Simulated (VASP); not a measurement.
# MoS2 in VASP: a series of runs

MoS2 is run at these levels: PBE, BLYP; tasks: single point.

All numbers are computed with VASP 6.6.1; they aren't measurements. Logs are shortened: lines on timing, memory, paths and dates and some standing lists are left out, and cuts for length are marked.

## (1) The cell of the first run

The cell holds a slab with vacuum, 6 atoms: a = 3.185 Å, b = 3.185 Å, c = 21.671 Å, α = 90.00°, β = 90.00°, γ = 120.00°.

## (2) Single point, PBE

Contents of INCAR:

```
PREC     = Accurate       # precision mode
ENCUT    = 520            # plane-wave cutoff, eV
EDIFF    = 1E-6           # SCF threshold, eV
ISMEAR   = 0              # smearing method
SIGMA    = 0.012          # smearing width, eV
LREAL    = False          # projectors in reciprocal space
LASPH    = True           # aspherical terms in the spheres
NELM     = 100            # most SCF steps
ALGO     = Normal         # electronic algorithm
ISIF     = 2              # what is computed and relaxed
LWAVE    = False          # write WAVECAR
LCHARG   = True           # write CHGCAR
GGA      = PE             # functional
LELF     = True           # ELF
LVHAR    = True         
NBANDS   = 35             # bands
```

Contents of KPOINTS:

```
Automatic mesh
0
Gamma
  10 10 2
```

Contents of POSCAR:

```
MoS2
1.0
    3.1845414560      0.0000000000      0.0000000000
   -1.5922707280      2.7578938003      0.0000000000
    0.0000000000      0.0000000000     21.6705347200
Mo S
2 4
Direct
    0.3333333333      0.6666666667      0.8511602300
    0.6666666667      0.3333333333      0.1488397700
    0.6666666667      0.3333333333      0.7796253900
    0.3333333333      0.6666666667      0.0772510000
    0.6666666667      0.3333333333      0.9227490000
    0.3333333333      0.6666666667      0.2203746100
```

Potentials or basis: VASP PAW PBE potentials, release 64 (Mo_sv, S).

Launch:

```bash
cat potpaw_PBE.64/Mo_sv/POTCAR potpaw_PBE.64/S/POTCAR > POTCAR
mpirun -np 1 vasp_std > vasp.out
```

OUTCAR:

```text
PREC = Accurate
   ENCUT = 520
   EDIFF = 1E-6
   ISMEAR = 0
   LREAL = False
   LASPH = True
   NELM = 100
   ISIF = 2
   GGA = PE

 ion  position               nearest neighbor table
   1  0.333  0.667  0.851-   3 2.40   3 2.40   3 2.40   5 2.41   5 2.41   5 2.41
   2  0.667  0.333  0.149-   6 2.40   6 2.40   6 2.40   4 2.41   4 2.41   4 2.41
   3  0.667  0.333  0.780-   1 2.40   1 2.40   1 2.40
   4  0.333  0.667  0.077-   2 2.41   2 2.41   2 2.41
   5  0.667  0.333  0.923-   1 2.41   1 2.41   1 2.41
   6  0.333  0.667  0.220-   2 2.40   2 2.40   2 2.40

  LATTYP: Found a hexagonal cell.
 ALAT       =     3.1845414560
 C/A-ratio  =     6.8049152506

  Lattice vectors:

 A1 = (   3.1845414560,   0.0000000000,   0.0000000000)
 A2 = (  -1.5922707280,   2.7578938003,   0.0000000000)
 A3 = (   0.0000000000,   0.0000000000,  21.6705347200)

Analysis of symmetry for initial positions (statically):
=====================================================================
 Subroutine PRICEL returns:
 Original cell was already a primitive cell.

 Routine SETGRP: Setting up the symmetry group for a
 hexagonal supercell.

 Subroutine GETGRP returns: Found 12 space group operations
 (whereof 12 operations were pure point group operations)
 out of a pool of 24 trial point group operations.

The static configuration has the point symmetry D_3d.

Analysis of symmetry for dynamics (positions and initial velocities):
=====================================================================
 Subroutine PRICEL returns:
 Original cell was already a primitive cell.

 Routine SETGRP: Setting up the symmetry group for a
 hexagonal supercell.

 Subroutine GETGRP returns: Found 12 space group operations
 (whereof 12 operations were pure point group operations)
 out of a pool of 24 trial point group operations.

The dynamic configuration has the point symmetry D_3d.

 Subroutine INISYM returns: Found 12 space group operations
 (whereof 12 operations are pure point group operations),
 and found     1 'primitive' translations

----------------------------------------------------------------------------------------

                                     Primitive cell

  volume of cell :     190.3242

  direct lattice vectors                    reciprocal lattice vectors
     3.184541456  0.000000000  0.000000000     0.314016952  0.181297771  0.000000000
    -1.592270728  2.757893800  0.000000000     0.000000000  0.362595543  0.000000000
     0.000000000  0.000000000 21.670534720     0.000000000  0.000000000  0.046145608

  length of vectors
     3.184541456  3.184541456 21.670534720     0.362595543  0.362595543  0.046145608

  position of ions in fractional coordinates (direct lattice)
     0.333333333  0.666666667  0.851160230
     0.666666667  0.333333333  0.148839770
     0.666666667  0.333333333  0.779625390
     0.333333333  0.666666667  0.077251000
     0.666666667  0.333333333  0.922749000
     0.333333333  0.666666667  0.220374610

  ion indices of the primitive-cell ions
   primitive index   ion index
                 1           1
                 2           2
                 3           3
                 4           4
                 5           5
                 6           6

----------------------------------------------------------------------------------------

 KPOINTS: Automatic mesh

Automatic generation of k-mesh.
 Grid dimensions read from file:
 generate k-points for:   10   10    2

 Generating k-lattice:

  Cartesian coordinates                     Fractional coordinates (reciprocal lattice)
     0.031401695  0.018129777  0.000000000     0.100000000  0.000000000  0.000000000
     0.000000000  0.036259554  0.000000000     0.000000000  0.100000000  0.000000000
     0.000000000  0.000000000  0.023072804     0.000000000  0.000000000  0.500000000

  Length of vectors
     0.036259554  0.036259554  0.023072804

  Shift w.r.t. Gamma in fractional coordinates (k-lattice)
     0.000000000  0.000000000  0.000000000

 Subroutine IBZKPT returns following result:
 ===========================================

 Found     28 irreducible k-points:

 Following reciprocal coordinates:
            Coordinates               Weight
  0.000000  0.000000  0.000000      1.000000
  0.100000  0.000000  0.000000      6.000000
  0.200000  0.000000  0.000000      6.000000
  0.300000 -0.000000  0.000000      6.000000
  0.400000 -0.000000  0.000000      6.000000
  0.500000 -0.000000  0.000000      3.000000
[... 16 lines left out ...]
  0.300000  0.100000  0.500000     12.000000
  0.400000  0.100000  0.500000     12.000000
 [... further k-points ...]
   k-points           NKPTS =     28   k-points in BZ     NKDIM =     28   number of bands    NBANDS=     35
   number of dos      NEDOS =    301   number of ions     NIONS =      6
   total plane-waves  NPLWV =  93312
   dimension x,y,z NGX =    24 NGY =   24 NGZ =  162
   dimension x,y,z NGXF=    48 NGYF=   48 NGZF=  324
   ions per type =               2   4
   NGX,Y,Z   is equivalent  to a cutoff of  12.53, 12.53, 12.43 a.u.
   NGXF,Y,Z  is equivalent  to a cutoff of  25.06, 25.06, 24.86 a.u.
 SYSTEM =  unknown system
   PREC   = accura    normal or accurate (medium, high low for compatibility)
   ISTART =      0    job   : 0-new  1-cont  2-samecut
   ICHARG =      2    charge: 1-file 2-atom 10-const
   ISPIN  =      1    spin polarized calculation?
   LNONCOLLINEAR =      F non collinear calculations
   LSORBIT =      F    spin-orbit coupling
   LASPH  =      T    aspherical Exc in radial PAW
   ENCUT  =  520.0 eV  38.22 Ry    6.18 a.u.   5.92  5.92 40.29*2*pi/ulx,y,z
   NELM   =    100;   NELMIN=  2; NELMDL= -5     # of ELM steps
   EDIFF  = 0.1E-05   stopping-criterion for ELM
   LREAL  =      F    real-space projection
   EDIFFG = 0.1E-04   stopping-criterion for IOM
   NSW    =      0    number of steps for IOM
   IBRION =     -1    ionic relax: 0-MD 1-quasi-New 2-CG
   NFREE  =      0    steps in history (QN), initial steepest desc. (CG)
   ISIF   =      2    stress and relaxation
   ISYM   =      2    0-nonsym 1-usesym 2-fastsym
   POTIM  = 0.5000    time-step for ionic-motion
   TEBEG  =    0.0;   TEEND  =   0.0 temperature during run
   PSTRESS=    0.0 pullay stress
   NELECT =      52.0000    total number of electrons
   NUPDOWN=      -1.0000    fix difference up-down
   EMIN   =  10.00;   EMAX   =-10.00  energy-range for DOS
   EFERMI =   0.00;   METHOD = LEGACY
   ISMEAR =     0;   SIGMA  =   0.01  broadening in eV -4-tet -1-fermi 0-gaus
   EFERMI_NEDOS =   21; number of points for ismear=-14 and -15
   IALGO  =     38    algorithm
   IMIX   =      4    mixing-type and parameters
     AMIX     =   0.40;   BMIX     =  1.00
     AMIX_MAG =   1.60;   BMIX_MAG =  1.00
  volume/ion in A,a.u.               =      31.72       214.06
  Fermi-wavevector in a.u.,A,eV,Ry     =   1.062294  2.007444 15.353737  1.128468
  Thomas-Fermi vector in A             =   2.197739
   LORBIT       =      0    0 simple, 1 ext, 2 COOP (PROOUT), +10 PAW based schemes
   GGA     = PE    functional components
   LHFCALC =     F    Hartree Fock is set to
   AEXX    =    0.0000 exact exchange contribution
   IVDW    =     0    specifies the selected vdW correction
   LEPSILON=     F    determine dielectric tensor
   LRPA    =     F    only Hartree local field effects (RPA)
 non-spin polarized calculation
 Gauss-broadening in eV      SIGMA  =   0.01
  energy-cutoff  :      520.00
  volume of cell :      190.32
 maximum number of plane-waves:      5172
 NGX is ok and might be reduce to    24
   NGX = 11   NGY = 11   NGZ = 81

 number of electron      51.9999999 magnetization

 Free energy of the ion-electron system (eV)
  ---------------------------------------------------
  ext. energy  EPLUGINS =         0.00000000
  ---------------------------------------------------
  free energy    TOTEN  =       -43.68943012 eV

  energy without entropy =      -43.68943012  energy(sigma->0) =      -43.68943012

 E-fermi :   1.7354     XC(G=0):  -6.6154

 val. band max:        1.6216165279   @ k =   0.0000   0.0000   0.0000
 cond. band min:       3.0199585032   @ k =   0.3000   0.3000   0.0000
 fundamental gap:      1.3983419753
 Fermi energy:         1.7353982957

 k-point     1 :       0.0000    0.0000    0.0000
  band No.  band energies     occupation
      1     -59.6078      2.00000
      2     -59.6078      2.00000
      3     -33.7492      2.00000
      4     -33.7492      2.00000
      5     -33.5497      2.00000
      6     -33.5497      2.00000
[... 27 lines left out ...]
     34       4.3127      0.00000
     35       6.6229      0.00000

 k-point     2 :       0.1000    0.0000    0.0000
  band No.  band energies     occupation
      1     -59.6042      2.00000
      2     -59.6042      2.00000
      3     -33.7421      2.00000
      4     -33.7421      2.00000
      5     -33.5860      2.00000
      6     -33.5860      2.00000
[... 27 lines left out ...]
     34       4.2809      0.00000
     35       6.8493      0.00000

 k-point     3 :       0.2000    0.0000    0.0000
  band No.  band energies     occupation
      1     -59.5949      2.00000
      2     -59.5949      2.00000
      3     -33.7234      2.00000
      4     -33.7234      2.00000
      5     -33.6803      2.00000
      6     -33.6803      2.00000
[... 27 lines left out ...]
     34       4.8237      0.00000
     35       7.4170      0.00000
[... 723 lines left out ...]
 k-point    23 :       0.3000    0.1000    0.5000
  band No.  band energies     occupation
      1     -59.5769      2.00000
      2     -59.5769      2.00000
      3     -33.8428      2.00000
      4     -33.8428      2.00000
      5     -33.6873      2.00000
      6     -33.6873      2.00000
[... 27 lines left out ...]
     34       5.6776      0.00000
     35       8.7816      0.00000

 k-point    24 :       0.4000    0.1000    0.5000
  band No.  band energies     occupation
      1     -59.5704      2.00000
      2     -59.5704      2.00000
      3     -33.9015      2.00000
      4     -33.9015      2.00000
      5     -33.6743      2.00000
      6     -33.6743      2.00000
[... 27 lines left out ...]
     34       5.6271      0.00000
     35       7.7413      0.00000

 [... further k-points ...]
[... 5 lines left out ...]
  --------------------------------------------------------------------------------------
  -------------------------------------------------------------------------------------
  Total        0.4746602      0.4746602      1.5198114      0.0000000      0.0000000      0.0000000
  in kB        3.9957595      3.9957595     12.7939959      0.0000000      0.0000000      0.0000000
  external PRESSURE =       6.9285050 kB  Pullay stress =       0.0000000 kB

 VOLUME and BASIS-vectors are now :
 -----------------------------------------------------------------------------
  energy-cutoff  :      520.00
  volume of cell :      190.32
      direct lattice vectors                 reciprocal lattice vectors
     3.184541456  0.000000000  0.000000000     0.314016952  0.181297771  0.000000000
    -1.592270728  2.757893800  0.000000000     0.000000000  0.362595543  0.000000000
     0.000000000  0.000000000 21.670534720     0.000000000  0.000000000  0.046145608

 POSITION                                       TOTAL-FORCE (eV/Angst)
 -----------------------------------------------------------------------------------
     -0.00000      1.83860     18.44510         0.000000     -0.000000      0.001158
      1.59227      0.91930      3.22544        -0.000000      0.000000     -0.001158
      1.59227      0.91930     16.89490         0.000000      0.000000     -0.221289
     -0.00000      1.83860      1.67407        -0.000000      0.000000     -0.161283
      1.59227      0.91930     19.99646        -0.000000      0.000000      0.161283
     -0.00000      1.83860      4.77564        -0.000000     -0.000000      0.221289
 -----------------------------------------------------------------------------------
    total drift:                                0.000000     -0.000000      0.000000

  FREE ENERGIE OF THE ION-ELECTRON SYSTEM (eV)
  ---------------------------------------------------
  free  energy   TOTEN  =       -43.6894301152 eV

  energy  without entropy=      -43.6894301152  energy(sigma->0) =      -43.68943012
```

Run time: 3.3 min. Hardware: 1 thread of Intel Xeon Platinum 8259CL at 2.50GHz (Skylake/Cascade Lake), shared host; peak memory 0.37 GiB.

What came out:

- Free energy: -43.6894 eV
- Largest force: 0.221 eV/Å
- Band gap on the k mesh: 1.40 eV, indirect (least direct gap 1.89 eV)

Forces on the atoms (eV/Å):
```
Mo   0.000  0.000  0.001
Mo   0.000  0.000 -0.001
S    0.000  0.000 -0.221
S    0.000  0.000 -0.161
S    0.000  0.000  0.161
S    0.000  0.000  0.221
```

Levels at points of the mesh, in eV from the valence-band top:
```tsv
k point	band 22	band 23	band 24	band 25	band 26	band 27	band 28	band 29	band 30	band 31
(0.00, 0.00, 0.00)	-1.91	-1.91	-1.71	-0.48	0.00	2.39	2.39	2.40	2.40	2.65
(0.50, 0.00, 0.00)	-2.19	-1.41	-1.36	-1.02	-0.99	1.86	1.87	2.35	2.43	3.38
(0.00, 0.00, 0.50)	-1.91	-1.91	-1.71	-0.48	0.00	2.39	2.39	2.40	2.40	2.65
(0.50, 0.00, 0.50)	-2.19	-1.41	-1.36	-1.02	-0.99	1.86	1.87	2.35	2.43	3.38
```

## (3) Single point, BLYP

This run uses another cell than the first one, of 36.05 Å³/atom, 1.136 times its volume.

Contents of INCAR:

```
PREC = Accurate ; ENCUT = 520
EDIFF = 1E-6 ; ISMEAR = -1
SIGMA = 0.05 ; LREAL = False
LASPH = True ; NELM = 100
ALGO = Normal ; ISIF = 2
LWAVE = False ; LCHARG = True
GGA = B5 ; ALDAX = 1.0
AGGAX = 1.0 ; AGGAC = 1.0
ALDAC = 0.0 ; LELF = True
LVHAR = True ; NBANDS = 35
```

KPOINTS is that of step 2.

Contents of POSCAR:

```
MoS2
1.0
    3.2629122225      0.0000000000      0.0000000000
   -1.6314561112      2.8257648750      0.0000000000
    0.0000000000      0.0000000000     23.4584775512
Mo S
2 4
Direct
    0.3333333333      0.6666666667      0.7767067614
    0.6666666667      0.3333333333      0.2232932386
    0.6666666667      0.3333333333      0.7099838401
    0.3333333333      0.6666666667      0.1565699064
    0.6666666667      0.3333333333      0.8434300936
    0.3333333333      0.6666666667      0.2900161599
```

Potentials or basis: VASP PAW PBE potentials, release 64 (Mo_sv, S).

Launch:

```bash
cat potpaw_PBE.64/Mo_sv/POTCAR potpaw_PBE.64/S/POTCAR > POTCAR
mpirun -np 1 vasp_std > vasp.out
```

It took 5 min on 1 thread of Intel Xeon Platinum 8259CL at 2.50GHz (Skylake/Cascade Lake), shared host; peak memory 0.41 GiB.

The run converged. Its results:

```yaml
Free_energy: -38.8126 eV
Largest_force: 0.010 eV/Å
Band_gap_on_the_k_mesh: 1.41 eV, indirect (least direct gap 1.71 eV)
```

Forces on the atoms (eV/Å):
```
Mo   0.000  0.000  0.000
Mo   0.000  0.000  0.000
S    0.000  0.000 -0.010
S    0.000  0.000 -0.010
S    0.000  0.000  0.010
S    0.000  0.000  0.010
```

Levels at points of the mesh, in eV from the valence-band top:
| k point | band 23 | band 24 | band 25 | band 26 | band 27 | band 28 | band 29 | band 30 |
| --- | --- | --- | --- | --- | --- | --- | --- | --- |
| (0.00, 0.00, 0.00) | -1.70 | -1.70 | -0.01 | 0.00 | 2.42 | 2.42 | 2.42 | 2.42 |
| (0.50, 0.00, 0.00) | -1.22 | -1.22 | -0.63 | -0.63 | 1.81 | 1.81 | 2.29 | 2.29 |
| (0.00, 0.00, 0.50) | -1.70 | -1.70 | -0.01 | 0.00 | 2.42 | 2.42 | 2.42 | 2.42 |
| (0.50, 0.00, 0.50) | -1.22 | -1.22 | -0.63 | -0.63 | 1.81 | 1.81 | 2.29 | 2.29 |

Caveat: the PAW data sets were made with another functional, which shifts forces and pressure a little.

## (4) Single point, PBE

Contents of INCAR:

```
SYSTEM = MoS2
ALGO = Normal
EDIFF = 1E-6
ENCUT = 520
GGA = PE
ISIF = 2
ISMEAR = -1
LASPH = .TRUE.
LCHARG = .FALSE.
LREAL = .FALSE.
LWAVE = .FALSE.
NBANDS = 35
NELM = 80
PREC = Accurate
SIGMA = 0.03
```

Contents of KPOINTS:

```
k-points
0
G
  6 6 2
  0 0 0
```

Contents of POSCAR:

```
MoS2
1.0
    3.1845414560      0.0000000000      0.0000000000
   -1.5922707280      2.7578938003      0.0000000000
    0.0000000000      0.0000000000     21.6705347200
Mo S
2 4
Direct
    0.3333333333      0.6666666667      0.8511602300
    0.6666666667      0.3333333333      0.1488397700
    0.6666666667      0.3333333333      0.7796253900
    0.3333333333      0.6666666667      0.0772510000
    0.6666666667      0.3333333333      0.9227490000
    0.3333333333      0.6666666667      0.2203746100
```

Launch:

```bash
cat potpaw_PBE.64/Mo_sv/POTCAR potpaw_PBE.64/S/POTCAR > POTCAR
mpirun -np 1 vasp_std > vasp.out
```

Run time: 3.5 min. Hardware: 1 thread of Intel Xeon 8259CL, shared host; peak memory 0.32 GiB.

It converged, with:

- Free energy: -43.6872 eV
- Largest force: 0.226 eV/Å
- Band gap on the k mesh: 1.26 eV, indirect (least direct gap 1.64 eV)

Forces in eV/Å, atoms in the order of the input:
```
Mo   0.000  0.000  0.002
Mo   0.000  0.000 -0.002
S    0.000  0.000 -0.226
S    0.000  0.000 -0.167
S    0.000  0.000  0.167
S    0.000  0.000  0.226
```

Levels at points of the mesh, in eV from the valence-band top:
| k point | band 23 | band 24 | band 25 | band 26 | band 27 | band 28 | band 29 | band 30 |
| --- | --- | --- | --- | --- | --- | --- | --- | --- |
| (0.00, 0.00, 0.00) | -1.91 | -1.71 | -0.48 | 0.00 | 2.39 | 2.39 | 2.40 | 2.40 |
| (0.50, 0.00, 0.00) | -1.41 | -1.36 | -1.02 | -0.98 | 1.86 | 1.87 | 2.35 | 2.43 |
| (0.00, 0.00, 0.50) | -1.91 | -1.71 | -0.48 | 0.00 | 2.39 | 2.39 | 2.40 | 2.40 |
| (0.50, 0.00, 0.50) | -1.41 | -1.36 | -1.02 | -0.98 | 1.86 | 1.87 | 2.35 | 2.43 |

## (5) The runs side by side

```tsv
level	cell	k mesh	smearing	gap on the mesh (eV)	largest force (eV/Å)
PBE	a = 3.185, b = 3.185, c = 21.671 Å, angles 90.0, 90.0, 120.0°, 6 atoms	10 × 10 × 2	gaussian 0.012 eV	1.40	0.22
BLYP	a = 3.263, b = 3.263, c = 23.458 Å, angles 90.0, 90.0, 120.0°, 6 atoms	10 × 10 × 2	fermi-dirac 0.05 eV	1.41	0.01
PBE	a = 3.185, b = 3.185, c = 21.671 Å, angles 90.0, 90.0, 120.0°, 6 atoms	6 × 6 × 2	fermi-dirac 0.03 eV	1.26	0.23
```

Alike in all rows: task single point; potentials or basis VASP PAW PBE potentials, release 64 (Mo_sv, S); no spin polarisation; cutoff (eV) 520.

Caveats: the PAW data sets were made with another functional, which shifts forces and pressure a little (some runs).

Total energies depend on the potentials used, so only differences within one code and one set of settings carry meaning.
